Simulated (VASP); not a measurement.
Set up this calculation in VASP 6.6.1, as the native input.

```
Task                   : single point
Functional             : LDA
Potentials or basis    : VASP PAW LDA potentials, release 64 (Ga_d, C)
Cutoff                 : 520 eV
k mesh                 : 7 × 7 × 7
Occupations            : gaussian, width 0.1 eV
Spin                   : no spin polarisation
Dipole correction      : no
Further INCAR settings : ALGO = Normal; EDIFF = 1e-07; NBANDS = 20
```

The structure of GaC3 lies in POSCAR:

```
GaC3
1.0
    3.2740918527      0.0000000000      0.0000000000
    0.0000000000      3.2740918527      0.0000000000
    0.0000000000      0.0000000000      3.2740918527
Ga C
1 3
Direct
    0.0000000000      0.0000000000      0.0000000000
    0.0000000000      0.5000000000      0.5000000000
    0.5000000000      0.0000000000      0.5000000000
    0.5000000000      0.5000000000      0.0000000000
```

These files were run (other wordings do the same):

INCAR

```
SYSTEM = GaC3
  PREC = Accurate
  ENCUT = 520
  EDIFF = 1E-7
  ISMEAR = 0
  SIGMA = 0.1
  LREAL = .FALSE.
  LASPH = .TRUE.
  NELM = 100
  ALGO = Normal
  ISIF = 2
  LWAVE = .FALSE.
  LCHARG = .TRUE.
  GGA = CA
  LELF = .TRUE.
  LVHAR = .TRUE.
  NBANDS = 20
```

KPOINTS

```
Automatic mesh
0
G
  7 7 7
  0 0 0
```

Potentials or basis: VASP PAW LDA potentials, release 64 (Ga_d, C).

Command:

```console
$ cat potpaw_LDA.64/Ga_d/POTCAR potpaw_LDA.64/C/POTCAR > POTCAR
$ mpirun -np 1 vasp_std > vasp.out
```

It gave:

The pressure is -0.9 GPa.

Wall time 11 s on 1 thread of AMD EPYC 9R45 (Zen 5) (shared host), peak memory 0.09 GiB.
